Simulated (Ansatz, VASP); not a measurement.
Given: the input of a run of Ansatz 0.2.0 on Ge.

input.yaml

```yaml
crystal:
  lattice:
    - [0.0, 2.82891, 2.82891]
    - [2.82891, 0.0, 2.82891]
    - [2.82891, 2.82891, 0.0]
  atoms:
    - { symbol: Ge, position: [0.75, 0.75, 0.75] }
    - { symbol: Ge, position: [0.5, 0.5, 0.5] }
kpoints:
  mp_grid: { grid: [8, 8, 8] }
scf:
  occupations: { method: gaussian, width: 0.021 }
hamiltonian:
  xc: pbe
  pseudopotentials: { kind: all_electron, lapw: { basis_error: 0.001 } }
output:
  forces: true
  stress: true
  eigenvalues: true
```

Potentials or basis: all-electron LAPW, scalar-relativistic.

The run is started by

```sh
$ ansatz run input.yaml --threads 1 --pin off --max-ram 3072MiB --backend cpu --events-out ev --progress --plain --runs-dir out
```

**Question.** Translate it to VASP 6.6.1. Potentials there: VASP PAW PBE potentials, release 64 (Ge_d).

**Answer.** As run (the cutoff follows the program's own potentials):

INCAR

```
SYSTEM = Ge
  ALGO = Normal
  EDIFF = 1E-7
  ENCUT = 520
  GGA = PE
  ISIF = 2
  ISMEAR = 0
  LASPH = .TRUE.
  LCHARG = .FALSE.
  LREAL = .FALSE.
  LWAVE = .FALSE.
  NBANDS = 21
  NELM = 100
  PREC = Accurate
  SIGMA = 0.020999999999999998
```

File KPOINTS:

```
k-points
0
G
  8 8 8
  0 0 0
```

Contents of POSCAR:

```
Ge
1.0
    0.0000000000      2.8289100000      2.8289100000
    2.8289100000      0.0000000000      2.8289100000
    2.8289100000      2.8289100000      0.0000000000
Ge
2
Direct
    0.7500000000      0.7500000000      0.7500000000
    0.5000000000      0.5000000000      0.5000000000
```

Potentials or basis: VASP PAW PBE potentials, release 64 (Ge_d).

Run with:

```sh
$ cat potpaw_PBE.64/Ge_d/POTCAR > POTCAR
$ mpirun -np 1 vasp_std > vasp.out
```

Both were run:

|  | VASP | Ansatz | Ansatz less VASP |
| --- | --- | --- | --- |
| gap on the k mesh at the Fermi level (eV) | 0.03 | 0.04 | +0.001 |
| least direct gap on the mesh (eV) | 0.03 | 0.04 | +0.001 |
| pressure (GPa) | 3.5 | 3.6 | +0.06 |

Ansatz ran all-electron here, and VASP with PAW potentials.
